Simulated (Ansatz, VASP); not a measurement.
# Ga in VASP and in Ansatz

INCAR

```
SYSTEM = Ga
PREC = Accurate
ENCUT = 520
EDIFF = 1E-7
ISMEAR = -1
SIGMA = 0.1
LREAL = .False.
LASPH = .True.
NELM = 80
ALGO = Normal
ISIF = 2
LWAVE = .False.
LCHARG = .True.
GGA = PS
LELF = .True.
LVHAR = .True.
NBANDS = 34
```

File KPOINTS:

```
Automatic mesh
0
Gamma
  11 11 9
  0 0 0
```

POSCAR

```
Ga
1.0
    2.1521710932     -3.6361663082      0.0000000000
    2.1521710932      3.6361663082      0.0000000000
    0.0000000000      0.0000000000      4.2881972881
Ga
4
Direct
    0.8444098679      0.1555901321      0.0845715463
    0.6555901321      0.3444098679      0.5845715463
    0.1555901321      0.8444098679      0.9154284537
    0.3444098679      0.6555901321      0.4154284537
```

Input for Ansatz:

```yaml
crystal:
  lattice:
    - [2.1521710932, -3.6361663082, 0.0]
    - [2.1521710932, 3.6361663082, 0.0]
    - [0.0, 0.0, 4.2881972881]
  atoms:
    - { symbol: Ga, position: [0.8444098679, 0.1555901321, 0.0845715463] }
    - { symbol: Ga, position: [0.6555901321, 0.3444098679, 0.5845715463] }
    - { symbol: Ga, position: [0.1555901321, 0.8444098679, 0.9154284537] }
    - { symbol: Ga, position: [0.3444098679, 0.6555901321, 0.4154284537] }
hamiltonian:
  xc: pbesol
  pseudopotentials:
    kind: paw
    azcp:
      Ga: "pseudopotentials/Ga.paw.azcp"
basis:
  ecutwfc: 420
  fft_grid_basis: typed
kpoints:
  mp_grid: { grid: [11, 11, 9], shift: [0, 0, 0] }
magnetization:
  spin_polarized: false
scf:
  occupations: { method: fermi_dirac, width: 0.1 }
output:
  stress: true
```

Alike in both runs: task single point; functional PBEsol; k mesh 11 × 11 × 9; occupations fermi-dirac, width 0.1 eV; no spin polarisation.

|  | VASP | Ansatz |
| --- | --- | --- |
| version | VASP 6.6.1 | Ansatz 0.2.0 |
| potentials or method | VASP PAW PBE potentials, release 64 (Ga_d), cutoff 520 eV | plane waves (420 eV) with PAW, scalar-relativistic |
| valence electrons in the cell | 52 | 52 |

Ansatz gave:

| Property | Result |
| --- | --- |
| pressure (GPa) | 10.8 |
| traceless stress, the component that is largest in VASP (GPa) | -0.78 |

Which values does VASP return?

Pressure (GPa): 10.9; traceless stress, the component that is largest in VASP (GPa): -0.75.

VASP's potentials were made for PBE, not for PBEsol, and Ansatz warns of the same on its side.
